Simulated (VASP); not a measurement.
A run of VASP 6.6.1:

The input INCAR:

```
PREC = Accurate
ENCUT = 520
EDIFF = 1E-6
ISMEAR = 0
SIGMA = 0.01
LREAL = F
LASPH = T
NELM = 80
ALGO = Normal
ISIF = 2
LWAVE = F
LCHARG = F
GGA = PE
NBANDS = 15
```

File KPOINTS:

```
Automatic mesh
0
Gamma
  6 6 6
```

File POSCAR:

```
KI
1.0
    0.0000000000      3.9658943916      3.9658943916
    3.9658943916      0.0000000000      3.9658943916
    3.9658943916      3.9658943916      0.0000000000
K I
1 1
Direct
    0.0000000000      0.0000000000      0.0000000000
    0.2500000000      0.2500000000      0.2500000000
```

Potentials or basis: VASP PAW PBE potentials, release 64 (K_sv, I).

The run is started by

```console
$ cat potpaw_PBE.64/K_sv/POTCAR potpaw_PBE.64/I/POTCAR > POTCAR
$ mpirun -np 1 vasp_std > vasp.out
```

Hardware: 1 thread of AMD EPYC 9R45 96-Core Processor (Zen 5) (shared host).

Task: Estimate the wall time of this run.

Result: Wall time 18 s on 1 thread of AMD EPYC 9R45 96-Core Processor (Zen 5), with other jobs on the host, peak memory 0.23 GiB. Counts: scf iterations 13, k points 16.
